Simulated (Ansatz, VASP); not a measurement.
Two plane-wave programs on Nb

The input INCAR:

```
ALGO = Fast
EDIFF = 1E-6
ENCUT = 520
ISIF = 2
ISMEAR = -1
LASPH = True
LCHARG = False
LREAL = False
LWAVE = False
NBANDS = 12
NELM = 60
PREC = Accurate
SIGMA = 0.05
```

File KPOINTS:

```
k-points
0
Gamma
  7 6 7
```

File POSCAR:

```
Nb
1.0
   -1.4545883700      1.6009203400      1.6273015200
    1.6190107300     -1.9818268200      2.1726303600
    1.2182993000      1.7455377500     -2.0082080000
Nb
1
Direct
    0.0000000000      0.0000000000      0.0000000000
```

input.yaml

```yaml
crystal:
  lattice:
    - [-1.45458837, 1.60092034, 1.62730152]
    - [1.61901073, -1.98182682, 2.17263036]
    - [1.2182993, 1.74553775, -2.008208]
  atoms:
    - { symbol: Nb, position: [0.0, 0.0, 0.0] }
hamiltonian:
  xc: lda
  pseudopotentials: { kind: paw }
kpoints:
  mp_grid: { grid: [7, 6, 7] }
  band_path:
    path:
      - [[0.0, 0.5, 0.0], [0.0, 0.0, 0.0], [0.0, -0.5, 0.5]]
      - [[0.0, 0.0, 0.5], [0.0, 0.0, 0.0], [0.5, 0.0, -0.5]]
      - [[0.5, 0.5, -0.5], [0.0, 0.0, 0.0], [0.5, -0.5, 0.0]]
      - [[0.5, 0.0, 0.0], [0.0, 0.0, 0.0]]
    npoints: 14
scf:
  occupations: { method: fermi_dirac, width: 0.05 }
  n_extra_bands: 6
output:
  forces: true
  stress: true
  eigenvalues: true
  fatbands: true
```

Alike in both runs: functional LDA; k mesh 7 × 6 × 7; occupations fermi-dirac, width 0.05 eV; no spin polarisation.

|  | VASP | Ansatz |
| --- | --- | --- |
| version | VASP 6.6.1 | Ansatz 0.2.0 |
| potentials or method | VASP PAW LDA potentials, release 64 (Nb_sv) | Ansatz PAW |
| plane-wave cutoff (eV) | 520 | 420 |
| valence electrons in the cell | 13 | 13 |
| task | single point | band structure |

```tsv
	VASP	Ansatz	Ansatz less VASP
gap on the k mesh at the Fermi level (eV)	none	none	-
pressure (GPa)	0.9	1.1	+0.17
traceless stress, the component that is largest in VASP (GPa)	13.79	13.78	-0.014
```

LDA's correlation is that of Perdew and Zunger in VASP and of Perdew and Wang (1992) in Ansatz. A gap of «none» marks a metal or a gap that the smearing closes.

The k mesh is coarse, so the values compare programs but aren't converged.
